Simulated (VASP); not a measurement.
Input of a VASP 6.6.1 run:

INCAR

```
SYSTEM = Pb
PREC     = Accurate       ! precision mode
ENCUT    = 500            ! plane-wave cutoff, eV
EDIFF    = 1E-7           ! SCF threshold, eV
ISMEAR   = 0              ! smearing method
SIGMA    = 0.1            ! smearing width, eV
LREAL    = .FALSE.        ! projectors in reciprocal space
LASPH    = .TRUE.         ! aspherical terms in the spheres
NELM     = 120            ! most SCF steps
ALGO     = Normal         ! electronic algorithm
ISIF     = 3              ! what is computed and relaxed
LWAVE    = .FALSE.        ! write WAVECAR
LCHARG   = .FALSE.        ! write CHGCAR
GGA      = PS             ! functional
IBRION   = 2              ! ionic algorithm
NSW      = 80             ! ionic steps
EDIFFG   = -0.05          ! ionic threshold
GGA_COMPAT= .FALSE.      
NELMIN   = 4
```

Contents of KPOINTS:

```
regular mesh
0
G
  10 10 10
  0 0 0
```

Contents of POSCAR:

```
Pb
1.0
   -1.4914141638      1.4914141638      1.4914141638
    1.4914141638     -1.4914141638      1.4914141638
    1.4914141638      1.4914141638     -1.4914141638
Pb
1
Direct
    0.0000000000      0.0000000000      0.0000000000
```

Potentials or basis: VASP PAW PBE potentials, release 64 (Pb_d).

Launch:

```sh
$ cat potpaw_PBE.64/Pb_d/POTCAR > POTCAR
$ mpirun -np 1 vasp_std > vasp.out
```

Question: Estimate the band gap on the k mesh.

Answer: Zero (band 7 reaches 15.26 eV, above the bottom of band 8 at 5.45 eV).

Question: What does it give for the relaxed volume?

Answer: 29.56 Å³/atom.

Question: What does it give for the space group after relaxing (to 0.05 Å)?

Answer: Im-3m (No. 229).

Question: What does it give for the relaxed cell?

Answer: a = 3.374 Å, b = 3.374 Å, c = 3.374 Å, α = 109.47°, β = 109.47°, γ = 109.47°.

Final structure:
```
Pb
1.0
    -1.94781    1.94781    1.94781
     1.94781   -1.94781    1.94781
     1.94781    1.94781   -1.94781
Pb
1
Direct
  0.00000 0.00000 0.00000
```

Caveat: the volume moved by over 15 % at a fixed basis, so the end points are rough; the PAW data sets were made with another functional, which shifts forces and pressure a little; spin-orbit coupling is left out, which moves the levels of the heavy elements.
